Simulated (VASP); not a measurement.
# Mg2Sn (Fm-3m) in VASP: a series of runs, part 2 of 2

VASP 6.6.1. Earlier steps stand in the parts before.

## 4. Single point, PBEsol

This run uses another cell than the first one, of 22.61 Å³/atom.

The input, INCAR:

```
PREC     = Accurate       # precision mode
ENCUT    = 600            # plane-wave cutoff, eV
EDIFF    = 1E-6           # SCF threshold, eV
ISMEAR   = -1             # smearing method
SIGMA    = 0.1            # smearing width, eV
LREAL    = F              # projectors in reciprocal space
LASPH    = T              # aspherical terms in the spheres
NELM     = 120            # most SCF steps
ALGO     = Normal         # electronic algorithm
ISIF     = 2              # what is computed and relaxed
LWAVE    = F              # write WAVECAR
LCHARG   = F              # write CHGCAR
GGA      = PS             # functional
NBANDS   = 16             # bands
GGA_COMPAT= F
```

The input, KPOINTS:

```
Automatic mesh
0
Gamma
  12 12 12
```

The input, POSCAR:

```
Mg2Sn
1.0
    0.0000000000      3.2367543887      3.2367543887
    3.2367543887      0.0000000000      3.2367543887
    3.2367543887      3.2367543887      0.0000000000
Mg Sn
2 1
Direct
    0.2500000000      0.2500000000      0.2500000000
    0.7500000000      0.7500000000      0.7500000000
    0.0000000000      0.0000000000      0.0000000000
```

Potentials or basis: VASP PAW PBE potentials, release 64 (Mg, Sn_d).

Started as:

```bash
$ cat potpaw_PBE.64/Mg/POTCAR potpaw_PBE.64/Sn_d/POTCAR > POTCAR
$ mpirun -np 1 vasp_std > vasp.out
```

OUTCAR:

```text
PREC = Accurate
   ENCUT = 600
   EDIFF = 1E-6
   ISMEAR = -1
   LREAL = F
   LASPH = T
   NELM = 120
   ISIF = 2
   GGA = PS

 ion  position               nearest neighbor table
   1  0.250  0.250  0.250-   3 2.80   3 2.80   3 2.80   3 2.80   2 3.24   2 3.24   2 3.24   2 3.24
                             2 3.24   2 3.24
   2  0.750  0.750  0.750-   3 2.80   3 2.80   3 2.80   3 2.80   1 3.24   1 3.24   1 3.24   1 3.24
                             1 3.24   1 3.24
   3  0.000  0.000  0.000-   1 2.80   2 2.80   2 2.80   2 2.80   2 2.80   1 2.80   1 2.80   1 2.80

  LATTYP: Found a face centered cubic cell.
 ALAT       =     6.4735087774

  Lattice vectors:

 A1 = (   0.0000000000,   3.2367543887,   3.2367543887)
 A2 = (   3.2367543887,   0.0000000000,   3.2367543887)
 A3 = (   3.2367543887,   3.2367543887,   0.0000000000)

Analysis of symmetry for initial positions (statically):
=====================================================================
 Subroutine PRICEL returns:
 Original cell was already a primitive cell.

 Routine SETGRP: Setting up the symmetry group for a
 face centered cubic supercell.

 Subroutine GETGRP returns: Found 48 space group operations
[... 171 lines left out ...]
 fundamental gap:      0.0932949013
 Fermi energy:         5.1532939893

 k-point     1 :       0.0000    0.0000    0.0000
  band No.  band energies     occupation
      1     -15.8122      2.00000
      2     -15.8122      2.00000
      3     -15.8122      2.00000
      4     -15.7567      2.00000
      5     -15.7567      2.00000
      6      -4.6014      2.00000
[... 433 lines left out ...]
      3     -15.8054      2.00000
      4     -15.7563      2.00000
      5     -15.7552      2.00000
      6      -2.9603      2.00000
[... 8 lines left out ...]
     15      11.3783      0.00000
     16      12.2169      0.00000

 [... further k-points ...]

------------------------ aborting loop because EDIFF is reached ----------------------------------------

  FORCE on cell =-STRESS in cart. coord.  units (eV):
  Direction    XX          YY          ZZ          XY          YZ          ZX
  --------------------------------------------------------------------------------------
  -------------------------------------------------------------------------------------
  Total        2.9408547      2.9408547      2.9408547      0.0000000      0.0000000     -0.0000000
  in kB       69.4744172     69.4744172     69.4744172      0.0000000      0.0000000     -0.0000000
  external PRESSURE =      69.4744172 kB  Pullay stress =       0.0000000 kB

 VOLUME and BASIS-vectors are now :
 -----------------------------------------------------------------------------
  energy-cutoff  :      600.00
  volume of cell :       67.82
      direct lattice vectors                 reciprocal lattice vectors
     0.000000000  3.236754389  3.236754389    -0.154475731  0.154475731  0.154475731
     3.236754389  0.000000000  3.236754389     0.154475731 -0.154475731  0.154475731
     3.236754389  3.236754389  0.000000000     0.154475731  0.154475731 -0.154475731

 POSITION                                       TOTAL-FORCE (eV/Angst)
 -----------------------------------------------------------------------------------
      1.61838      1.61838      1.61838         0.000000      0.000000      0.000000
      4.85513      4.85513      4.85513        -0.000000     -0.000000     -0.000000
      0.00000      0.00000      0.00000        -0.000000     -0.000000     -0.000000
 -----------------------------------------------------------------------------------
    total drift:                               -0.000000      0.000000     -0.000000

  FREE ENERGIE OF THE ION-ELECTRON SYSTEM (eV)
  ---------------------------------------------------
  free  energy   TOTEN  =        -8.1681714582 eV

  energy  without entropy=       -8.1590594610  energy(sigma->0) =       -8.16361546
```

stdout:

```text
POSCAR found type information on POSCAR MgSn
 POSCAR found :  2 types and       3 ions
 scaLAPACK will be used
 -----------------------------------------------------------------------------
|                                                                             |
|                                                                             |
|     You enforced a specific xc type in the INCAR file but a different       |
|     I HOPE YOU KNOW WHAT YOU ARE DOING!                                     |
|                                                                             |
 -----------------------------------------------------------------------------

 LDA part: xc-table for (Slater+PW92), standard interpolation
 POSCAR, INCAR and KPOINTS ok, starting setup
 FFT: planning ... GRIDC
 FFT: planning ... GRID_SOFT
 FFT: planning ... GRID
 WAVECAR not read
 entering main loop
```

It took 2.6 min on 1 thread of Intel Xeon 8259CL, shared host; peak memory 0.3 GiB.

What came out:

```
Free energy            : -8.1682 eV
Pressure               : 6.9 GPa
Band gap on the k mesh : zero (bands 9 and 10 overlap by 0.04 eV)
```

Caveat: the cell stands under pressure; the PAW data sets were made with another functional, which shifts forces and pressure a little; spin-orbit coupling is left out, which moves the levels of the heavy elements.

## 5. Single point, PBEsol

This run uses another cell than the first one, of 23.67 Å³/atom.

INCAR, as its differences from that of step 4:

```diff
@@ -11,4 +11,6 @@
 LWAVE    = F              # write WAVECAR
-LCHARG   = F              # write CHGCAR
+LCHARG   = T              # write CHGCAR
 GGA      = PS             # functional
+LELF     = T              # ELF
+LVHAR    = T            
 NBANDS   = 16             # bands
```

KPOINTS is that of step 4.

The input, POSCAR:

```
Mg2Sn
1.0
    0.0000000000      3.2868242208      3.2868242208
    3.2868242208      0.0000000000      3.2868242208
    3.2868242208      3.2868242208      0.0000000000
Mg Sn
2 1
Direct
    0.2500000000      0.2500000000      0.2500000000
    0.7500000000      0.7500000000      0.7500000000
    0.0000000000      0.0000000000      0.0000000000
```

Started as:

```bash
$ cat potpaw_PBE.64/Mg/POTCAR potpaw_PBE.64/Sn_d/POTCAR > POTCAR
$ mpirun -np 1 vasp_std > vasp.out
```

Wall time 2.4 min (1 thread of Intel Xeon 8259CL, shared host); peak memory 0.3 GiB.

It converged, with:

```
Free energy : -8.2751 eV
Pressure    : 3.9 GPa
```

Levels at points of the mesh, in eV from the Fermi level:
```csv
k point,band 7,band 8,band 9,band 10,band 11,band 12
"(0.00, 0.00, 0.00)",0.00,0.00,0.00,1.84,2.30,2.30
"(0.50, 0.00, 0.00)",-5.11,-0.87,-0.87,1.00,2.29,2.29
"(0.50, 0.50, 0.00)",-4.83,-2.24,-2.24,0.02,0.02,7.60
```

Caveat: the cell stands under pressure; the PAW data sets were made with another functional, which shifts forces and pressure a little; spin-orbit coupling is left out, which moves the levels of the heavy elements.

## 6. Overview

```tsv
cell	gap on the mesh (eV)	pressure (GPa)
a = 4.435 Å, angles 60.0°, 3 atoms	none	15.0
a = 4.518 Å, angles 60.0°, 3 atoms	none	10.0
a = 4.577 Å, angles 60.0°, 3 atoms	none	6.9
a = 4.648 Å, angles 60.0°, 3 atoms	-	3.9
```

Alike in all rows: task single point; level PBEsol; potentials or basis VASP PAW PBE potentials, release 64 (Mg, Sn_d); no spin polarisation; k mesh 12 × 12 × 12; cutoff (eV) 600; smearing fermi-dirac 0.1 eV.

Caveats: the cell stands under pressure; the PAW data sets were made with another functional, which shifts forces and pressure a little; spin-orbit coupling is left out, which moves the levels of the heavy elements.

Absolute energies hang on the potentials; compare differences alone.
